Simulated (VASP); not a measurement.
Write the native input for VASP 6.6.1 that does the following.

```yaml
Task: single point
Functional: PBE
Dispersion: D3(BJ)
Potentials_or_basis: VASP PAW PBE potentials, release 64 (In_d, Se)
Cutoff: 520 eV
k_mesh: 12 × 12 × 12
Occupations: gaussian, width 0.02 eV
Spin: no spin polarisation
Dipole_correction: no
Further_INCAR_settings: ALGO = Normal; EDIFF = 1e-06; NBANDS = 27
```

The structure of InSe lies in POSCAR:

```
InSe
1.0
    2.0182751035      1.1652516743      8.3016155223
   -2.0182751035      1.1652516743      8.3016155223
    0.0000000000     -2.3305033486      8.3016155223
In Se
2 2
Direct
    0.0000370618      0.0000370618      0.0000370618
    0.1121871604      0.1121871604      0.1121871604
    0.6151287418      0.6151287418      0.6151287418
    0.8303470359      0.8303470359      0.8303470359
```

One way to write it, as run:

INCAR

```
  ALGO = Normal
  EDIFF = 1E-6
  ENCUT = 520
  GGA = PE
  ISIF = 2
  ISMEAR = 0
  IVDW = 12
  LASPH = T
  LCHARG = F
  LREAL = F
  LUSENCCL = F
  LWAVE = F
  NBANDS = 27
  NELM = 60
  PREC = Accurate
  SIGMA = 0.02
```

KPOINTS

```
k-points
0
Gamma
  12 12 12
```

Potentials or basis: VASP PAW PBE potentials, release 64 (In_d, Se).

Command:

```bash
$ cat potpaw_PBE.64/In_d/POTCAR potpaw_PBE.64/Se/POTCAR > POTCAR
$ mpirun -np 1 vasp_std > vasp.out
```

Results of the run:

```yaml
Pressure: 0.0 GPa
Largest_force: 0.014 eV/Å
Band_gap_on_the_k_mesh: 0.29 eV
Dispersion_energy_per_atom: -0.300 eV
```

Caveat: spin-orbit coupling is left out, which moves the levels of the heavy elements.

Run time: 7.1 min on 1 × NVIDIA H100 80GB with 1 thread of Intel(R) Xeon(R) Platinum 8481C CPU @ 2.70GHz (Sapphire Rapids), with other jobs on the host, peak memory 1.8 GiB.
